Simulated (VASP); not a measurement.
Write the native input for VASP 6.6.1 that does the following.

```
Task                   : single point
Functional             : PBEsol
Potentials or basis    : VASP PAW PBE potentials, release 64 (Ag)
Cutoff                 : 520 eV
k mesh                 : 18 × 18 × 6
Occupations            : gaussian, width 0.15 eV
Spin                   : no spin polarisation
Dipole correction      : no
Further INCAR settings : ALGO = Fast; EDIFF = 1e-07; NBANDS = 30
```

The structure of Ag lies in POSCAR:

```
Ag
1.0
    2.7848245782      0.0000000000      0.0000000000
   -1.3924122891      2.4117288298      0.0000000000
    0.0000000000      0.0000000000      9.6182006507
Ag
4
Direct
    0.3333333333      0.6666666667      0.2500000000
    0.6666666667      0.3333333333      0.7500000000
    0.0000000000      0.0000000000      0.0000000000
    0.0000000000      0.0000000000      0.5000000000
```

This isn't the form of Ag at room conditions, which is fcc.

This cell differs from its parent crystal: strain -0.030 along x and y, +0.030 along z.

One way to write it, as run:

INCAR

```
SYSTEM = Ag
PREC = Accurate ; ENCUT = 520
EDIFF = 1E-7 ; ISMEAR = 0
SIGMA = 0.15 ; LREAL = .FALSE.
LASPH = .TRUE. ; NELM = 80
ALGO = Fast ; ISIF = 2
LWAVE = .FALSE. ; LCHARG = .FALSE.
GGA = PS ; NBANDS = 30
```

KPOINTS

```
Automatic mesh
0
G
  18 18 6
  0 0 0
```

Potentials or basis: VASP PAW PBE potentials, release 64 (Ag).

Command:

```console
$ cat potpaw_PBE.64/Ag/POTCAR > POTCAR
$ mpirun -np 1 vasp_std > vasp.out
```

It gave:

| Property | Result |
| --- | --- |
| Pressure | 4.4 GPa |
| Band gap on the k mesh | zero (bands 22 and 23 overlap by 7.04 eV) |

Caveat: the cell differs from its parent crystal (strain -0.030 along x and y, +0.030 along z); the stress differs along the axes, from -1 to 7 GPa; the PAW data sets were made with another functional, which shifts forces and pressure a little.

Wall time 110 s on 1 thread of Intel(R) Xeon(R) 6975P-C (Granite Rapids), on a shared host, peak memory 0.34 GiB.
